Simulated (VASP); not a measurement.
# TiSi2 in VASP: a series of runs

Runs on TiSi2. Level: PBEsol. Tasks: electric field gradients.

Everything below comes from runs of VASP 6.6.1. Logs are shortened: lines on timing, memory, paths and dates and some standing lists are left out, and cuts for length are marked.

## Step 1: The cell of the first run

The typed cell holds 6 atoms: a = 5.897 Å, b = 4.864 Å, c = 4.739 Å, α = 76.65°, β = 53.60°, γ = 51.67°.

## Step 2: Electric field gradients, PBEsol (equal xy, yz and zx shear strains of -1 %)

Input file INCAR:

```
SYSTEM = TiSi2
PREC = Accurate ; ENCUT = 520
EDIFF = 1E-8 ; ISMEAR = -1
SIGMA = 0.08 ; LREAL = .False.
LASPH = .True. ; NELM = 100
ALGO = Normal ; ISIF = 2
LWAVE = .False. ; LCHARG = .False.
GGA = PS ; LEFG = .True.
NBANDS = 29
```

Input file KPOINTS:

```
Automatic mesh
0
Gamma
  8 8 8
  0 0 0
```

Input file POSCAR:

```
TiSi2
1.0
   -0.0418975000      4.0966925000      4.2409100000
    2.3651925000     -0.0332400000      4.2495675000
    2.3659100000      4.1060675000     -0.0325225000
Ti Si
2 4
Direct
    0.7500000000      0.7500000000      0.7500000000
    0.5000000000      0.5000000000      0.5000000000
    0.0830000000      0.4170000000      0.0830000000
    0.4170000000      0.0830000000      0.4170000000
    0.1670000000      0.8330000000      0.1670000000
    0.8330000000      0.1670000000      0.8330000000
```

Potentials or basis: VASP PAW PBE potentials, release 64 (Ti_sv, Si).

The run is started by

```bash
$ cat potpaw_PBE.64/Ti_sv/POTCAR potpaw_PBE.64/Si/POTCAR > POTCAR
$ mpirun -np 1 vasp_std > vasp.out
```

OUTCAR:

```text
SYSTEM = TiSi2
   PREC = Accurate
   ENCUT = 520
   EDIFF = 1E-8
   ISMEAR = -1
   LREAL = .False.
   LASPH = .True.
   NELM = 100
   ISIF = 2
   GGA = PS

 ion  position               nearest neighbor table
   1  0.750  0.750  0.750-   6 2.52   6 2.53   5 2.54   5 2.55   3 2.74   4 2.74   4 2.74   3 2.74
                             3 2.77   4 2.77
   2  0.500  0.500  0.500-   4 2.52   4 2.53   3 2.54   3 2.55   5 2.74   6 2.74   6 2.74   5 2.74
                             5 2.77   6 2.77
   3  0.083  0.417  0.083-   5 2.52   5 2.54   2 2.54   2 2.55   4 2.74   1 2.74   1 2.74   4 2.75
                             4 2.76   1 2.77
   4  0.417  0.083  0.417-   2 2.52   2 2.53   6 2.55   6 2.55   3 2.74   1 2.74   1 2.74   3 2.75
                             3 2.76   1 2.77
   5  0.167  0.833  0.167-   3 2.52   3 2.54   1 2.54   1 2.55   6 2.74   2 2.74   2 2.74   6 2.75
                             6 2.76   2 2.77
   6  0.833  0.167  0.833-   1 2.52   1 2.53   4 2.55   4 2.55   5 2.74   2 2.74   2 2.74   5 2.75
                             5 2.76   2 2.77

  Warning from LATTYP: Got some problem with cell dimensions!
  Tried to take original basis but could not verify dimensions!
  LATTYP: Found a triclinic cell.
 ALAT       =     4.7390271318
 B/A-ratio  =     1.2567311794
 C/A-ratio  =     1.0071939220
 COS(alpha) =     0.0002403380
 COS(beta)  =     0.4949293544
 COS(gamma) =     0.6071836145

  Lattice vectors:

 A1 = (  -2.3659100000,  -4.1060675000,   0.0325225000)
 A2 = (  -0.0007175000,  -4.1393075000,   4.2820900000)
 A3 = (  -4.7730000000,   0.0238650000,   0.0238650000)

Analysis of symmetry for initial positions (statically):
=====================================================================
 Subroutine PRICEL returns:
 Original cell was already a primitive cell.

 Routine SETGRP: Setting up the symmetry group for a
 triclinic supercell.

 Subroutine GETGRP returns: Found  2 space group operations
 (whereof  1 operations were pure point group operations)
 out of a pool of  2 trial point group operations.

The static configuration has the point symmetry C_1 .
 The point group associated with its full space group is S_2 .

Analysis of symmetry for dynamics (positions and initial velocities):
=====================================================================
 Subroutine PRICEL returns:
 Original cell was already a primitive cell.

 Routine SETGRP: Setting up the symmetry group for a
 triclinic supercell.

 Subroutine GETGRP returns: Found  2 space group operations
 (whereof  1 operations were pure point group operations)
 out of a pool of  2 trial point group operations.

The dynamic configuration has the point symmetry C_1 .
 The point group associated with its full space group is S_2 .

 Subroutine INISYM returns: Found  2 space group operations
 (whereof  1 operations are pure point group operations),
 and found     1 'primitive' translations

----------------------------------------------------------------------------------------

                                     Primitive cell

  volume of cell :      83.7544

  direct lattice vectors                    reciprocal lattice vectors
    -0.041897500  4.096692500  4.240910000    -0.208322568  0.120961015  0.116892771
     2.365192500 -0.033240000  4.249567500     0.209501819 -0.119781764  0.117778179
     2.365910000  4.106067500 -0.032522500     0.209542913  0.121887517 -0.115672427

  length of vectors
     5.896606013  4.863544427  4.739027132     0.267756941  0.268533765  0.268598044

  position of ions in fractional coordinates (direct lattice)
     0.750000000  0.750000000  0.750000000
     0.500000000  0.500000000  0.500000000
     0.083000000  0.417000000  0.083000000
     0.417000000  0.083000000  0.417000000
     0.167000000  0.833000000  0.167000000
     0.833000000  0.167000000  0.833000000

  ion indices of the primitive-cell ions
   primitive index   ion index
                 1           1
                 2           2
[... 74 lines left out ...]
   ENCUT  =  520.0 eV  38.22 Ry    6.18 a.u.  10.96  9.04  8.81*2*pi/ulx,y,z
   NELM   =    100;   NELMIN=  2; NELMDL= -5     # of ELM steps
   EDIFF  = 0.1E-07   stopping-criterion for ELM
   LREAL  =      F    real-space projection
   EDIFFG = 0.1E-06   stopping-criterion for IOM
   NSW    =      0    number of steps for IOM
   IBRION =     -1    ionic relax: 0-MD 1-quasi-New 2-CG
   NFREE  =      0    steps in history (QN), initial steepest desc. (CG)
   ISIF   =      2    stress and relaxation
   ISYM   =      2    0-nonsym 1-usesym 2-fastsym
   POTIM  = 0.5000    time-step for ionic-motion
   TEBEG  =    0.0;   TEEND  =   0.0 temperature during run
   PSTRESS=    0.0 pullay stress
   NELECT =      40.0000    total number of electrons
   NUPDOWN=      -1.0000    fix difference up-down
   EMIN   =  10.00;   EMAX   =-10.00  energy-range for DOS
   EFERMI =   0.00;   METHOD = LEGACY
   ISMEAR =    -1;   SIGMA  =   0.08  broadening in eV -4-tet -1-fermi 0-gaus
   EFERMI_NEDOS =   21; number of points for ismear=-14 and -15
   IALGO  =     38    algorithm
   IMIX   =      4    mixing-type and parameters
     AMIX     =   0.40;   BMIX     =  1.00
     AMIX_MAG =   1.60;   BMIX_MAG =  1.00
  volume/ion in A,a.u.               =      13.96        94.20
  Fermi-wavevector in a.u.,A,eV,Ry     =   1.279653  2.418194 22.279709  1.637512
  Thomas-Fermi vector in A             =   2.412126
   LORBIT       =      0    0 simple, 1 ext, 2 COOP (PROOUT), +10 PAW based schemes
   GGA     = PS    functional components
   LHFCALC =     F    Hartree Fock is set to
   AEXX    =    0.0000 exact exchange contribution
   IVDW    =     0    specifies the selected vdW correction
   LEPSILON=     F    determine dielectric tensor
   LRPA    =     F    only Hartree local field effects (RPA)
 non-spin polarized calculation
  energy-cutoff  :      520.00
  volume of cell :       83.75
 maximum number of plane-waves:      2273
 NGX is ok and might be reduce to    48
   NGX = 21   NGY = 19   NGZ = 17

 number of electron      40.0000004 magnetization

 Free energy of the ion-electron system (eV)
  ---------------------------------------------------
  ext. energy  EPLUGINS =         0.00000000
  ---------------------------------------------------
  free energy    TOTEN  =       -43.68163425 eV

  energy without entropy =      -43.63843641  energy(sigma->0) =      -43.66003533

 E-fermi :  10.1333     XC(G=0): -11.8298

 val. band max:       10.1284100407   @ k =  -0.1250   0.3750   0.1250
 cond. band min:      10.1404689647   @ k =  -0.2500   0.2500   0.0000
 fundamental gap:      0.0120589240
 Fermi energy:        10.1333120788

 k-point     1 :       0.0000    0.0000    0.0000
  band No.  band energies     occupation
      1     -45.8730      2.00000
      2     -45.8433      2.00000
      3     -22.3694      2.00000
      4     -22.3484      2.00000
      5     -22.2730      2.00000
      6     -22.2591      2.00000
[... 757 lines left out ...]
     28      14.2604      0.00000
     29      14.3771      0.00000

 [... further k-points ...]

------------------------ aborting loop because EDIFF is reached ----------------------------------------

  FORCE on cell =-STRESS in cart. coord.  units (eV):
  Direction    XX          YY          ZZ          XY          YZ          ZX
  --------------------------------------------------------------------------------------
  -------------------------------------------------------------------------------------
  Total       -0.4865624     -1.0054357     -0.9441723      0.6872020      0.4990856      0.8296216
  in kB       -9.3076824    -19.2334540    -18.0615174     13.1458111      9.5472442     15.8702243
  external PRESSURE =     -15.5342180 kB  Pullay stress =       0.0000000 kB

 VOLUME and BASIS-vectors are now :
 -----------------------------------------------------------------------------
  energy-cutoff  :      520.00
  volume of cell :       83.75
      direct lattice vectors                 reciprocal lattice vectors
    -0.041897500  4.096692500  4.240910000    -0.208322568  0.120961015  0.116892771
     2.365192500 -0.033240000  4.249567500     0.209501819 -0.119781764  0.117778179
     2.365910000  4.106067500 -0.032522500     0.209542913  0.121887517 -0.115672427

 POSITION                                       TOTAL-FORCE (eV/Angst)
 -----------------------------------------------------------------------------------
      3.51690      6.12714      6.34347        -0.065957     -0.066615     -0.062101
      2.34460      4.08476      4.22898         0.065957      0.066615      0.062101
      1.17918      0.66697      2.12137        -0.023550      0.142076      0.002587
      1.16542      3.41779      2.10761        -0.031975     -0.203591     -0.055227
      2.35832      1.34217      4.24269         0.023550     -0.142076     -0.002587
      2.33089      6.82735      4.21526         0.031975      0.203591      0.055227
 -----------------------------------------------------------------------------------
    total drift:                               -0.000000     -0.000000     -0.000000

  FREE ENERGIE OF THE ION-ELECTRON SYSTEM (eV)
  ---------------------------------------------------
  free  energy   TOTEN  =       -43.6816342456 eV

  energy  without entropy=      -43.6384364123  energy(sigma->0) =      -43.66003533

 Electric field gradients (V/A^2)
---------------------------------------------------------------------
 ion       V_xx      V_yy      V_zz      V_xy      V_xz      V_yz
---------------------------------------------------------------------
   1      -2.535    10.065    -7.530    -2.583    -2.752    -1.742
   2      -2.535    10.065    -7.530    -2.583    -2.752    -1.742
   3       1.048    12.525   -13.573    -1.281    25.660    -0.356
   4       1.724    13.127   -14.852    -0.894   -28.178    -0.453
   5       1.048    12.525   -13.573    -1.281    25.660    -0.356
   6       1.724    13.127   -14.852    -0.894   -28.178    -0.453
---------------------------------------------------------------------

 Electric field gradients after diagonalization (V/A^2)
 (convention: |V_zz| > |V_xx| > |V_yy|)
----------------------------------------------------------------------
 ion       V_xx      V_yy      V_zz     asymmetry (V_yy - V_xx)/ V_zz
----------------------------------------------------------------------
   1      -9.118    -1.535    10.653       0.712
   2      -9.118    -1.535    10.653       0.712
   3      20.608    12.341   -32.948       0.251
   4      22.829    13.123   -35.952       0.270
   5      20.608    12.341   -32.948       0.251
   6      22.829    13.123   -35.952       0.270
----------------------------------------------------------------------

           NMR quadrupolar parameters

 Cq : quadrupolar parameter    Cq=e*Q*V_zz/h
 eta: asymmetry parameters     (V_yy - V_xx)/ V_zz
 Q  : nuclear electric quadrupole moment in mb (millibarn)
----------------------------------------------------------------------
 ion       Cq(MHz)       eta       Q (mb)
----------------------------------------------------------------------
   1       0.026       0.712       1.000
   2       0.026       0.712       1.000
   3      -0.080       0.251       1.000
   4      -0.087       0.270       1.000
   5      -0.080       0.251       1.000
   6      -0.087       0.270       1.000
----------------------------------------------------------------------
```

Wall time 25 min (1 thread of Intel Xeon Platinum 8259CL at 2.50GHz (Skylake/Cascade Lake), shared host); peak memory 0.61 GiB.

What came out:

```
Free energy                             : -43.6816 eV
Pressure                                : -1.6 GPa
Largest force                           : 0.213 eV/Å
Band gap on the k mesh                  : zero (bands 20 and 21 overlap by 1.84 eV)
Largest electric field gradient by atom : Ti +10.7; Si -32.9, -36.0 (each value once) V/Å²
```

Forces on the atoms (eV/Å):
```
Ti  -0.066 -0.067 -0.062
Ti   0.066  0.067  0.062
Si  -0.024  0.142  0.003
Si  -0.032 -0.204 -0.055
Si   0.024 -0.142 -0.003
Si   0.032  0.204  0.055
```

Electric field gradients, principal values (V/Å²):
```tsv
atom	least	middle	greatest (by size)
1 Ti	-1.535	-9.118	10.653
2 Ti	-1.535	-9.118	10.653
3 Si	12.341	20.608	-32.948
4 Si	13.123	22.829	-35.952
5 Si	12.341	20.608	-32.948
6 Si	13.123	22.829	-35.952
```

Caveat: the cell differs from its parent crystal (equal xy, yz and zx shear strains of -1 %); without QUAD_EFG the Cq values of the log hold for a quadrupole moment of 1 mb, not for the nuclei; the PAW data sets were made with another functional, which shifts forces and pressure a little.

## Step 3: Electric field gradients, PBEsol (equal xx and yy strain of -3 %)

Input file INCAR:

```
SYSTEM = TiSi2
ALGO     = Normal         ! electronic algorithm
EDIFF    = 1E-8           ! SCF threshold, eV
ENCUT    = 400            ! plane-wave cutoff, eV
GGA      = PS             ! functional
GGA_COMPAT= .FALSE.      
ISIF     = 2              ! what is computed and relaxed
ISMEAR   = -1             ! smearing method
LASPH    = .TRUE.         ! aspherical terms in the spheres
LCHARG   = .FALSE.        ! write CHGCAR
LEFG     = .TRUE.       
LREAL    = .FALSE.        ! projectors in reciprocal space
LWAVE    = .FALSE.        ! write WAVECAR
NBANDS   = 29             ! bands
NELM     = 120            ! most SCF steps
PREC     = Accurate       ! precision mode
SIGMA    = 0.08           ! smearing width, eV
```

Input file KPOINTS:

```
k-points
0
G
  8 8 8
  0 0 0
```

Changes to POSCAR since step 2:

```diff
@@ -2,5 +2,5 @@
 1.0
-   -0.0418975000      4.0966925000      4.2409100000
-    2.3651925000     -0.0332400000      4.2495675000
-    2.3659100000      4.1060675000     -0.0325225000
+    0.0000000000      3.9944600000      4.2615000000
+    2.3149050000      0.0000000000      4.2615000000
+    2.3149050000      3.9944600000      0.0000000000
 Ti Si
```

Potentials or basis: VASP PAW PBE potentials, release 64 (Ti_sv, Si).

The run is started by

```bash
$ cat potpaw_PBE.64/Ti_sv/POTCAR potpaw_PBE.64/Si/POTCAR > POTCAR
$ mpirun -np 1 vasp_std > vasp.out
```

OUTCAR:

```text
SYSTEM = TiSi2
   EDIFF = 1E-8
   ENCUT = 400
   GGA = PS
   ISIF = 2
   ISMEAR = -1
   LASPH = .TRUE.
   LREAL = .FALSE.
   NELM = 120
   PREC = Accurate

 ion  position               nearest neighbor table
   1  0.750  0.750  0.750-   6 2.51   5 2.51   6 2.51   5 2.51   3 2.66   4 2.66   4 2.67   4 2.67
                             3 2.67   3 2.67
   2  0.500  0.500  0.500-   3 2.51   4 2.51   3 2.51   4 2.51   5 2.66   6 2.66   5 2.67   5 2.67
                             6 2.67   6 2.67
   3  0.083  0.417  0.083-   2 2.51   2 2.51   5 2.52   5 2.52   1 2.66   4 2.67   4 2.67   4 2.67
                             1 2.67   1 2.67   6 3.14   6 3.14   6 3.14   6 3.14
   4  0.417  0.083  0.417-   2 2.51   2 2.51   6 2.52   6 2.52   1 2.66   3 2.67   3 2.67   3 2.67
                             1 2.67   1 2.67   5 3.14   5 3.14   5 3.14   5 3.14
[... 1023 lines left out ...]
---------------------------------------------------------------------

 Electric field gradients after diagonalization (V/A^2)
 (convention: |V_zz| > |V_xx| > |V_yy|)
----------------------------------------------------------------------
 ion       V_xx      V_yy      V_zz     asymmetry (V_yy - V_xx)/ V_zz
----------------------------------------------------------------------
   1       7.548     2.076    -9.624       0.569
   2       7.548     2.076    -9.624       0.569
   3      20.804     9.085   -29.890       0.392
   4      20.805     9.085   -29.890       0.392
   5      20.804     9.085   -29.890       0.392
   6      20.805     9.085   -29.890       0.392
----------------------------------------------------------------------

           NMR quadrupolar parameters

 Cq : quadrupolar parameter    Cq=e*Q*V_zz/h
 eta: asymmetry parameters     (V_yy - V_xx)/ V_zz
 Q  : nuclear electric quadrupole moment in mb (millibarn)
----------------------------------------------------------------------
 ion       Cq(MHz)       eta       Q (mb)
----------------------------------------------------------------------
   1      -0.023       0.569       1.000
   2      -0.023       0.569       1.000
   3      -0.072       0.392       1.000
   4      -0.072       0.392       1.000
   5      -0.072       0.392       1.000
   6      -0.072       0.392       1.000
----------------------------------------------------------------------
```

It took 6.2 min on 1 thread of Intel Xeon 8259CL, shared host; peak memory 0.26 GiB.

Results:

* Free energy: -43.5433 eV
* Pressure: 7.6 GPa
* Largest force: 0.240 eV/Å
* Band gap on the k mesh: zero (bands 20 and 21 overlap by 1.94 eV)
* Largest electric field gradient by atom: Ti -9.6; Si -29.9 V/Å²

Forces on the atoms (eV/Å):
```
Ti   0.000  0.000  0.000
Ti   0.000  0.000  0.000
Si   0.000  0.240  0.000
Si   0.000 -0.240  0.000
Si   0.000 -0.240  0.000
Si   0.000  0.240  0.000
```

Electric field gradients, principal values (V/Å²):
| atom | least | middle | greatest (by size) |
| --- | --- | --- | --- |
| 1 Ti | 2.076 | 7.548 | -9.624 |
| 2 Ti | 2.076 | 7.548 | -9.624 |
| 3 Si | 9.085 | 20.804 | -29.890 |
| 4 Si | 9.085 | 20.805 | -29.890 |
| 5 Si | 9.085 | 20.804 | -29.890 |
| 6 Si | 9.085 | 20.805 | -29.890 |

Caveat: the cell differs from its parent crystal (equal xx and yy strain of -3 %); the stress differs along the axes, from 1 to 11 GPa; without QUAD_EFG the Cq values of the log hold for a quadrupole moment of 1 mb, not for the nuclei; the PAW data sets were made with another functional, which shifts forces and pressure a little.

(Part 1 of 2 ends here.)
